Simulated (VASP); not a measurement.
Na2Pd, 3 atoms in the cell. Symmetry: P-3m1, No. 164, trigonal system. Conventional cell: a = 3.135 Å, b = 3.135 Å, c = 7.945 Å, α = 90.00°, β = 90.00°, γ = 120.00°. Within 3.9 Å of Na (site symmetry 3m) lie 3 Pd at 2.91 Å and 9 Na at 3.13 to 3.83 Å. Within 3.8 Å of Pd (site symmetry -3m) lie 6 Na at 2.91 Å and 6 Pd at 3.13 Å. 

* Program: VASP 6.6.1
* Task: single point
* Functional: PBE
* Potentials or basis: VASP PAW PBE potentials, release 64 (Na_pv, Pd)
* Cutoff: 520 eV
* k mesh: 18 × 18 × 6
* Occupations: fermi-dirac, width 0.15 eV
* Spin: no spin polarisation
* Dipole correction: no
* Further INCAR settings: ALGO = Fast; EDIFF = 1e-06; NBANDS = 19

Potentials or basis: VASP PAW PBE potentials, release 64 (Na_pv, Pd).

Run with:

```sh
$ cat potpaw_PBE.64/Na_pv/POTCAR potpaw_PBE.64/Pd/POTCAR > POTCAR
$ mpirun -np 1 vasp_std > vasp.out
```

Hardware: 1 thread of Intel(R) Xeon(R) 6975P-C (Granite Rapids) (shared host).

Estimate the wall time of this run.

Wall time 88 s on 1 thread of Intel(R) Xeon(R) 6975P-C (Granite Rapids), with other jobs on the host, peak memory 0.36 GiB. Counts: scf iterations 14, k points 202.
